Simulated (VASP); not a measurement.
Input of a VASP 6.6.1 run:

Contents of INCAR:

```
PREC     = Accurate       # precision mode
ENCUT    = 520            # plane-wave cutoff, eV
EDIFF    = 1E-6           # SCF threshold, eV
ISMEAR   = 0              # smearing method
SIGMA    = 0.05           # smearing width, eV
LREAL    = F              # projectors in reciprocal space
LASPH    = T              # aspherical terms in the spheres
NELM     = 80             # most SCF steps
ALGO     = Normal         # electronic algorithm
ISIF     = 2              # what is computed and relaxed
LWAVE    = F              # write WAVECAR
LCHARG   = F              # write CHGCAR
LDIPOL   = T            
IDIPOL   = 3            
DIPOL    = 0.5 0.5 0.410
GGA      = PE             # functional
IVDW     = 12             # dispersion correction
NBANDS   = 64             # bands
```

KPOINTS

```
Automatic mesh
0
Gamma
  3 3 1
```

File POSCAR:

```
MoS2
1.0
    6.3058975174      0.0000000000      0.0000000000
   -3.1529487587      5.4610674438      0.0000000000
    0.0000000000      0.0000000000     23.3180323976
S Mo
8 4
Direct
    0.6666666667      0.3333333333      0.3430821205
    0.6666666667      0.8333333333      0.3430821205
    0.1666666667      0.3333333333      0.3430821205
    0.1666666667      0.8333333333      0.3430821205
    0.6664710241      0.3331353977      0.4776127476
    0.6663850520      0.8332520537      0.4776015392
    0.1672382230      0.3337424216      0.4771945202
    0.1666665216      0.8333045105      0.4777011647
    0.3333860461      0.1665023500      0.4102929475
    0.3334456147      0.6669503159      0.4102619965
    0.8331697769      0.1665861348      0.4103288880
    0.8332980072      0.6666601113      0.4103828567
```

Potentials or basis: VASP PAW PBE potentials, release 64 (S, Mo_sv).

Command:

```console
$ cat potpaw_PBE.64/S/POTCAR potpaw_PBE.64/Mo_sv/POTCAR > POTCAR
$ mpirun -np 1 vasp_std > vasp.out
```

Question: Predict the largest force.

Answer: 0.097 eV/Å.

Question: What does it give for the band gap on the k mesh?

Answer: 1.78 eV.

Forces on the atoms (eV/Å):
```
S    0.003  0.008  0.015
S    0.012  0.001  0.009
S   -0.002 -0.002 -0.001
S   -0.016 -0.005  0.006
S    0.007  0.006 -0.019
S    0.012  0.009 -0.017
S   -0.025 -0.021  0.091
S    0.000  0.002 -0.050
Mo   0.006  0.000 -0.008
Mo  -0.005  0.001  0.002
Mo   0.005  0.004 -0.020
Mo   0.003 -0.002 -0.009
```
